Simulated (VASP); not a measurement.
# Zn3Ag (P-6m2) in VASP: further runs

The runs below take Zn3Ag through single point, with LDA.

Program: VASP 6.6.1. These are calculated values, not measurements. Logs are shortened: lines on timing, memory, paths and dates and some standing lists are left out, and cuts for length are marked.

**1. The cell of the first run**

The structure is hexagonal, space group P-6m2 (No. 187). Conventional cell: a = 2.789 Å, b = 2.789 Å, c = 8.384 Å, α = 90.00°, β = 90.00°, γ = 120.00°. Within 3.4 Å of Zn (site symmetry -6m2) lie 12 Zn at 2.60 to 2.79 Å. Within 3.4 Å of Zn (site symmetry 3m) lie 9 Zn at 2.60 to 2.79 Å and 3 Ag at 2.69 Å. Ag (site symmetry -6m2) has 6 Zn at 2.69 Å and 6 Ag at 2.79 Å within 3.5 Å.

**2. Single point, LDA**

File INCAR:

```
PREC     = Accurate       # precision mode
ENCUT    = 520            # plane-wave cutoff, eV
EDIFF    = 1E-7           # SCF threshold, eV
ISMEAR   = -1             # smearing method
SIGMA    = 0.1            # smearing width, eV
LREAL    = False          # projectors in reciprocal space
LASPH    = True           # aspherical terms in the spheres
NELM     = 60             # most SCF steps
ALGO     = Normal         # electronic algorithm
ISIF     = 2              # what is computed and relaxed
LWAVE    = False          # write WAVECAR
LCHARG   = True           # write CHGCAR
GGA      = CA             # functional
LELF     = True           # ELF
LVHAR    = True         
NBANDS   = 32             # bands
```

File KPOINTS:

```
regular mesh
0
Gamma
  9 9 3
```

File POSCAR:

```
Zn3Ag
1.0
    2.7888914474      0.0000000000      0.0000000000
   -1.3944408258      2.4152479179      0.0000000000
    0.0000000000      0.0000000000      8.3836995487
Zn Ag
3 1
Direct
    0.6666666667      0.3333333333      0.5000000000
    0.3333333333      0.6666666667      0.2568000000
    0.3333333333      0.6666666667      0.7432000000
    0.6666666667      0.3333333333      0.0000000000
```

Potentials or basis: VASP PAW LDA potentials, release 64 (Zn, Ag).

The run is started by

```console
> cat potpaw_LDA.64/Zn/POTCAR potpaw_LDA.64/Ag/POTCAR > POTCAR
> mpirun -np 1 vasp_std > vasp.out
```

OUTCAR:

```text
PREC = Accurate
   ENCUT = 520
   EDIFF = 1E-7
   ISMEAR = -1
   LREAL = False
   LASPH = True
   NELM = 60
   ISIF = 2
   GGA = CA

 ion  position               nearest neighbor table
   1  0.667  0.333  0.500-   2 2.60   3 2.60   2 2.60   3 2.60   2 2.60   3 2.60
   2  0.333  0.667  0.257-   1 2.60   1 2.60   1 2.60   4 2.69   4 2.69   4 2.69
   3  0.333  0.667  0.743-   1 2.60   1 2.60   1 2.60   4 2.69   4 2.69   4 2.69
   4  0.667  0.333  0.000-   2 2.69   3 2.69   2 2.69   3 2.69   2 2.69   3 2.69

  LATTYP: Found a hexagonal cell.
 ALAT       =     2.7888914474
 C/A-ratio  =     3.0061046501

  Lattice vectors:

 A1 = (   2.7888914474,   0.0000000000,   0.0000000000)
 A2 = (  -1.3944408258,   2.4152479179,   0.0000000000)
 A3 = (   0.0000000000,   0.0000000000,   8.3836995487)

Analysis of symmetry for initial positions (statically):
=====================================================================
 Subroutine PRICEL returns:
 Original cell was already a primitive cell.

 Routine SETGRP: Setting up the symmetry group for a
 hexagonal supercell.

 Subroutine GETGRP returns: Found 12 space group operations
 (whereof 12 operations were pure point group operations)
 out of a pool of 24 trial point group operations.

The static configuration has the point symmetry D_3h.

Analysis of symmetry for dynamics (positions and initial velocities):
=====================================================================
 Subroutine PRICEL returns:
 Original cell was already a primitive cell.

 Routine SETGRP: Setting up the symmetry group for a
 hexagonal supercell.

 Subroutine GETGRP returns: Found 12 space group operations
 (whereof 12 operations were pure point group operations)
 out of a pool of 24 trial point group operations.

The dynamic configuration has the point symmetry D_3h.

 Subroutine INISYM returns: Found 12 space group operations
 (whereof 12 operations are pure point group operations),
 and found     1 'primitive' translations

----------------------------------------------------------------------------------------

                                     Primitive cell

  volume of cell :      56.4715

  direct lattice vectors                    reciprocal lattice vectors
     2.788891447  0.000000000  0.000000000     0.358565408  0.207017358  0.000000000
    -1.394440826  2.415247918  0.000000000     0.000000000  0.414036171  0.000000000
     0.000000000  0.000000000  8.383699549     0.000000000  0.000000000  0.119279084

  length of vectors
     2.788891447  2.788886466  8.383699549     0.414035432  0.414036171  0.119279084

  position of ions in fractional coordinates (direct lattice)
     0.666666667  0.333333333  0.500000000
     0.333333333  0.666666667  0.256800000
     0.333333333  0.666666667  0.743200000
     0.666666667  0.333333333  0.000000000

  ion indices of the primitive-cell ions
   primitive index   ion index
                 1           1
                 2           2
                 3           3
                 4           4

----------------------------------------------------------------------------------------

 KPOINTS: regular mesh

Automatic generation of k-mesh.
 Grid dimensions read from file:
 generate k-points for:    9    9    3

 Generating k-lattice:

  Cartesian coordinates                     Fractional coordinates (reciprocal lattice)
     0.039840601  0.023001929  0.000000000     0.111111111 -0.000000000  0.000000000
     0.000000000  0.046004019  0.000000000     0.000000000  0.111111111  0.000000000
     0.000000000  0.000000000  0.039759695     0.000000000  0.000000000  0.333333333

  Length of vectors
     0.046003937  0.046004019  0.039759695

  Shift w.r.t. Gamma in fractional coordinates (k-lattice)
     0.000000000  0.000000000  0.000000000

 Subroutine IBZKPT returns following result:
 ===========================================

 Found     24 irreducible k-points:

 Following reciprocal coordinates:
            Coordinates               Weight
  0.000000  0.000000  0.000000      1.000000
  0.111111  0.000000  0.000000      6.000000
  0.222222 -0.000000  0.000000      6.000000
  0.333333  0.000000  0.000000      6.000000
  0.444444 -0.000000  0.000000      6.000000
  0.111111  0.111111  0.000000      6.000000
[... 16 lines left out ...]
  0.333333  0.222222  0.333333     24.000000
  0.333333  0.333333  0.333333      4.000000
   k-points           NKPTS =     24   k-points in BZ     NKDIM =     24   number of bands    NBANDS=     32
   number of dos      NEDOS =    301   number of ions     NIONS =      4
   total plane-waves  NPLWV =  36864
   dimension x,y,z NGX =    24 NGY =   24 NGZ =   64
   dimension x,y,z NGXF=    48 NGYF=   48 NGZF=  128
   ions per type =               3   1
   NGX,Y,Z   is equivalent  to a cutoff of  14.31, 14.31, 12.69 a.u.
   NGXF,Y,Z  is equivalent  to a cutoff of  28.61, 28.61, 25.38 a.u.
 SYSTEM =  unknown system
   PREC   = accura    normal or accurate (medium, high low for compatibility)
   ISTART =      0    job   : 0-new  1-cont  2-samecut
   ICHARG =      2    charge: 1-file 2-atom 10-const
   ISPIN  =      1    spin polarized calculation?
   LNONCOLLINEAR =      F non collinear calculations
   LSORBIT =      F    spin-orbit coupling
   LASPH  =      T    aspherical Exc in radial PAW
   ENCUT  =  520.0 eV  38.22 Ry    6.18 a.u.   5.19  5.19 15.59*2*pi/ulx,y,z
   NELM   =     60;   NELMIN=  2; NELMDL= -5     # of ELM steps
   EDIFF  = 0.1E-06   stopping-criterion for ELM
   LREAL  =      F    real-space projection
   EDIFFG = 0.1E-05   stopping-criterion for IOM
   NSW    =      0    number of steps for IOM
   IBRION =     -1    ionic relax: 0-MD 1-quasi-New 2-CG
   NFREE  =      0    steps in history (QN), initial steepest desc. (CG)
   ISIF   =      2    stress and relaxation
   ISYM   =      2    0-nonsym 1-usesym 2-fastsym
   POTIM  = 0.5000    time-step for ionic-motion
   TEBEG  =    0.0;   TEEND  =   0.0 temperature during run
   PSTRESS=    0.0 pullay stress
   NELECT =      47.0000    total number of electrons
   NUPDOWN=      -1.0000    fix difference up-down
   EMIN   =  10.00;   EMAX   =-10.00  energy-range for DOS
   EFERMI =   0.00;   METHOD = LEGACY
   ISMEAR =    -1;   SIGMA  =   0.10  broadening in eV -4-tet -1-fermi 0-gaus
   EFERMI_NEDOS =   21; number of points for ismear=-14 and -15
   IALGO  =     38    algorithm
   IMIX   =      4    mixing-type and parameters
     AMIX     =   0.40;   BMIX     =  1.00
     AMIX_MAG =   1.60;   BMIX_MAG =  1.00
  volume/ion in A,a.u.               =      14.12        95.27
  Fermi-wavevector in a.u.,A,eV,Ry     =   1.539919  2.910024 32.264167  2.371349
  Thomas-Fermi vector in A             =   2.646079
   LORBIT       =      0    0 simple, 1 ext, 2 COOP (PROOUT), +10 PAW based schemes
   GGA     = CA    functional components
   LHFCALC =     F    Hartree Fock is set to
   AEXX    =    0.0000 exact exchange contribution
   IVDW    =     0    specifies the selected vdW correction
   LEPSILON=     F    determine dielectric tensor
   LRPA    =     F    only Hartree local field effects (RPA)
 non-spin polarized calculation
  energy-cutoff  :      520.00
  volume of cell :       56.47
 maximum number of plane-waves:      1535
 NGX is ok and might be reduce to    24
   NGX = 11   NGY = 11   NGZ = 31

 number of electron      46.9999980 magnetization

 Free energy of the ion-electron system (eV)
  ---------------------------------------------------
  ext. energy  EPLUGINS =         0.00000000
  ---------------------------------------------------
  free energy    TOTEN  =        -9.59228483 eV

  energy without entropy =       -9.57209356  energy(sigma->0) =       -9.58218919

 E-fermi :   5.3114     XC(G=0): -12.6634

 val. band max:        5.2285633844   @ k =   0.3333   0.0000   0.3333
 cond. band min:       5.4185457533   @ k =   0.3333   0.2222   0.0000
 fundamental gap:      0.1899823689
 Fermi energy:         5.3114311256

 k-point     1 :       0.0000    0.0000    0.0000
  band No.  band energies     occupation
      1      -5.4282      2.00000
      2      -3.6050      2.00000
      3      -3.4182      2.00000
      4      -2.8723      2.00000
      5      -2.5999      2.00000
      6      -2.5999      2.00000
[... 24 lines left out ...]
     31      21.2027      0.00000
     32      21.2027      0.00000

 k-point     2 :       0.1111    0.0000    0.0000
  band No.  band energies     occupation
      1      -5.1037      2.00000
      2      -3.3791      2.00000
      3      -3.2945      2.00000
      4      -2.7877      2.00000
      5      -2.6770      2.00000
      6      -2.5718      2.00000
[... 24 lines left out ...]
     31      19.6412      0.00000
     32      19.9909      0.00000

 k-point     3 :       0.2222   -0.0000    0.0000
  band No.  band energies     occupation
      1      -4.2155      2.00000
      2      -3.1105      2.00000
      3      -3.0682      2.00000
      4      -2.8700      2.00000
      5      -2.7389      2.00000
      6      -2.6016      2.00000
[... 24 lines left out ...]
     31      17.5945      0.00000
     32      18.2278      0.00000

 k-point     4 :       0.3333    0.0000    0.0000
  band No.  band energies     occupation
      1      -3.4029      2.00000
      2      -3.1806      2.00000
      3      -3.1441      2.00000
      4      -2.9553      2.00000
      5      -2.8418      2.00000
      6      -2.6365      2.00000
[... 654 lines left out ...]
     31      13.2940      0.00000
     32      15.3009      0.00000

 k-point    23 :       0.3333    0.2222    0.3333
  band No.  band energies     occupation
      1      -3.1479      2.00000
      2      -3.1102      2.00000
      3      -2.9879      2.00000
      4      -2.8768      2.00000
      5      -2.7797      2.00000
      6      -2.7106      2.00000
[... 24 lines left out ...]
     31      12.5634      0.00000
     32      14.1792      0.00000

 k-point    24 :       0.3333    0.3333    0.3333
  band No.  band energies     occupation
      1      -3.1031      2.00000
      2      -3.0176      2.00000
      3      -2.9123      2.00000
      4      -2.8862      2.00000
      5      -2.7889      2.00000
      6      -2.6960      2.00000
[... 24 lines left out ...]
     31      11.4705      0.00000
     32      12.0807      0.00000

------------------------ aborting loop because EDIFF is reached ----------------------------------------

  FORCE on cell =-STRESS in cart. coord.  units (eV):
  Direction    XX          YY          ZZ          XY          YZ          ZX
  --------------------------------------------------------------------------------------
  -------------------------------------------------------------------------------------
  Total        0.0555263      0.0555261      0.5484120      0.0000001     -0.0000000     -0.0000000
  in kB        1.5753613      1.5753574     15.5592448      0.0000032     -0.0000000     -0.0000000
  external PRESSURE =       6.2366545 kB  Pullay stress =       0.0000000 kB

 VOLUME and BASIS-vectors are now :
 -----------------------------------------------------------------------------
  energy-cutoff  :      520.00
  volume of cell :       56.47
      direct lattice vectors                 reciprocal lattice vectors
     2.788891447  0.000000000  0.000000000     0.358565408  0.207017358  0.000000000
    -1.394440826  2.415247918  0.000000000     0.000000000  0.414036171  0.000000000
     0.000000000  0.000000000  8.383699549     0.000000000  0.000000000  0.119279084

 POSITION                                       TOTAL-FORCE (eV/Angst)
 -----------------------------------------------------------------------------------
      1.39445      0.80508      4.19185         0.000000      0.000000      0.000000
      0.00000      1.61017      2.15293        -0.000000     -0.000000      0.042256
      0.00000      1.61017      6.23077         0.000000     -0.000000     -0.042256
      1.39445      0.80508      0.00000        -0.000000     -0.000000      0.000000
 -----------------------------------------------------------------------------------
    total drift:                               -0.000017     -0.000010     -0.000000

  FREE ENERGIE OF THE ION-ELECTRON SYSTEM (eV)
  ---------------------------------------------------
  free  energy   TOTEN  =        -9.5922848273 eV

  energy  without entropy=       -9.5720935556  energy(sigma->0) =       -9.58218919
```

It took 36 s on 1 thread of Intel Xeon Platinum 8259CL at 2.50GHz (Skylake/Cascade Lake), shared host; peak memory 0.17 GiB.

Results:

* Free energy: -9.5923 eV
* Pressure: 0.6 GPa
* Largest force: 0.042 eV/Å

Forces on the atoms (eV/Å):
```
Zn   0.000  0.000  0.000
Zn   0.000  0.000  0.042
Zn   0.000  0.000 -0.042
Ag   0.000  0.000  0.000
```

Stress tensor (GPa, compression positive):
```
0.16 0.00 0.00
0.00 0.16 0.00
0.00 0.00 1.56
```

**3. Single point, LDA**

This run uses another cell than the first one, of 14.42 Å³/atom, 1.021 times its volume.

File INCAR:

```
  PREC = Accurate
  ENCUT = 520
  EDIFF = 1E-6
  ISMEAR = -1
  SIGMA = 0.1
  LREAL = False
  LASPH = True
  NELM = 100
  ALGO = Normal
  ISIF = 2
  LWAVE = False
  LCHARG = False
  NBANDS = 32
```

KPOINTS is that of step 2.

File POSCAR:

```
Zn3Ag
1.0
    2.8085321751      0.0000000000      0.0000000000
   -1.4042611551      2.4322572665      0.0000000000
    0.0000000000      0.0000000000      8.4427416316
Zn Ag
3 1
Direct
    0.6666666667      0.3333333333      0.5000000000
    0.3333333333      0.6666666667      0.2568000000
    0.3333333333      0.6666666667      0.7432000000
    0.6666666667      0.3333333333      0.0000000000
```

Potentials or basis: VASP PAW LDA potentials, release 64 (Zn, Ag).

The run is started by

```console
> cat potpaw_LDA.64/Zn/POTCAR potpaw_LDA.64/Ag/POTCAR > POTCAR
> mpirun -np 1 vasp_std > vasp.out
```

Run time: 29 s. Hardware: 1 thread of Intel Xeon Platinum 8259CL at 2.50GHz (Skylake/Cascade Lake), shared host; peak memory 0.17 GiB.

The run converged. Its results:

```yaml
Free_energy: -9.5881 eV
Pressure: -1.8 GPa
Largest_force: 0.018 eV/Å
```

Forces on the atoms (eV/Å):
```
Zn   0.000  0.000  0.000
Zn   0.000  0.000  0.018
Zn   0.000  0.000 -0.018
Ag   0.000  0.000  0.000
```

Stress tensor (GPa, compression positive):
```
-2.10  0.00  0.00
 0.00 -2.10  0.00
 0.00  0.00 -1.17
```

Levels at points of the mesh, in eV from the Fermi level:
| k point | band 20 | band 21 | band 22 | band 23 | band 24 | band 25 | band 26 | band 27 | band 28 | band 29 |
| --- | --- | --- | --- | --- | --- | --- | --- | --- | --- | --- |
| (0.00, 0.00, 0.00) | -5.30 | -5.30 | -4.22 | -4.22 | -1.94 | 1.37 | 10.37 | 11.25 | 14.22 | 14.22 |

[end of part 1 of 3]
